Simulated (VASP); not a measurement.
Here is a VASP 6.6.1 calculation.

The input INCAR:

```
SYSTEM = Rb
PREC = Accurate
ENCUT = 520
EDIFF = 1E-7
ISMEAR = 0
SIGMA = 0.1
LREAL = .False.
LASPH = .True.
NELM = 100
ALGO = Normal
ISIF = 2
LWAVE = .False.
LCHARG = .False.
GGA = PE
NBANDS = 10
```

The input KPOINTS:

```
Automatic mesh
0
Gamma
  10 10 10
  0 0 0
```

File POSCAR:

```
Rb
1.0
   -2.8239022800      2.8239022800      2.8239022800
    2.8239022800     -2.8239022800      2.8239022800
    2.8239022800      2.8239022800     -2.8239022800
Rb
1
Direct
    0.0000000000      0.0000000000      0.0000000000
```

Potentials or basis: VASP PAW PBE potentials, release 64 (Rb_sv).

The run is started by

```console
$ cat potpaw_PBE.64/Rb_sv/POTCAR > POTCAR
$ mpirun -np 1 vasp_std > vasp.out
```

**Question.** Estimate the pressure.

**Answer.** 0.0 GPa.

Caveat: the cell differs from its parent crystal (strained).
